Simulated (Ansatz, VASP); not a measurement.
# TiAl in VASP and in Ansatz

```
Ti Al
1.0
     2.79405    0.00000    0.00000
     0.00000    2.79405    0.00000
     0.00000    0.00000    4.04040
Ti Al
1 1
Direct
  0.50000 0.50000 0.50000
  0.00000 0.00000 0.00000
```

Alike in both runs: task single point; functional r2SCAN; k mesh 14 × 14 × 10; occupations gaussian, width 0.1 eV; no spin polarisation.

|  | VASP | Ansatz |
| --- | --- | --- |
| version | VASP 6.6.1 | Ansatz 0.2.0 |
| potentials or method | VASP PAW PBE potentials, release 64 (Ti_sv, Al), cutoff 520 eV | scalar-relativistic, plane waves, PAW |
| valence electrons in the cell | 15 | 15 |

|  | VASP | Ansatz | Ansatz less VASP |
| --- | --- | --- | --- |
| gap on the k mesh at the Fermi level (eV) | none | none | - |
| pressure (GPa) | 2.4 | 2.2 | -0.12 |

VASP's potentials were made for PBE, not for r2SCAN. A gap of «none» marks a metal or a gap that the smearing closes. The functional is the same, so the differences come from potentials, cutoffs and numerics.
